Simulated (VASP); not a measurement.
Here is a VASP 6.6.1 calculation.

Contents of INCAR:

```
SYSTEM = RbAl2O3
ALGO     = Normal         ! electronic algorithm
EDIFF    = 1E-6           ! SCF threshold, eV
ENCUT    = 600            ! plane-wave cutoff, eV
GGA      = RE             ! functional
GGA_COMPAT= .False.      
ISIF     = 2              ! what is computed and relaxed
ISMEAR   = 0              ! smearing method
LASPH    = .True.         ! aspherical terms in the spheres
LCHARG   = .False.        ! write CHGCAR
LREAL    = .False.        ! projectors in reciprocal space
LWAVE    = .False.        ! write WAVECAR
NBANDS   = 26             ! bands
NELM     = 120            ! most SCF steps
PREC     = Accurate       ! precision mode
SIGMA    = 0.1            ! smearing width, eV
```

KPOINTS

```
k-points
0
Gamma
  9 9 14
  0 0 0
```

Contents of POSCAR:

```
RbAl2O3
1.0
    5.5393340090      0.0000000000      0.0000000000
   -2.7696670045      4.7972039718      0.0000000000
    0.0000000000      0.0000000000      2.7811518393
Rb Al O
1 2 3
Direct
    0.0000000000      0.0000000000      0.5000000000
    0.3333333333      0.6666666667      0.5000000000
    0.6666666667      0.3333333333      0.5000000000
    0.5000000000      0.5000000000      0.0000000000
    0.0000000000      0.5000000000      0.0000000000
    0.5000000000      0.0000000000      0.0000000000
```

Potentials or basis: VASP PAW PBE potentials, release 64 (Rb_sv, Al, O).

The run is started by

```sh
$ cat potpaw_PBE.64/Rb_sv/POTCAR potpaw_PBE.64/Al/POTCAR potpaw_PBE.64/O/POTCAR > POTCAR
$ mpirun -np 1 vasp_std > vasp.out
```

Task: Predict the pressure.

Result: 2.5 GPa.

Task: Estimate the band gap on the k mesh.

Result: Zero (an odd number of electrons rules out a gap without spin polarisation).

Stress tensor (GPa, compression positive):
```
2.32 0.00 0.00
0.00 2.32 0.00
0.00 0.00 2.72
```

Caveat: the PAW data sets were made with another functional, which shifts forces and pressure a little; an odd number of electrons without spin polarisation forces a metal; a magnetic or distorted state may lie lower.
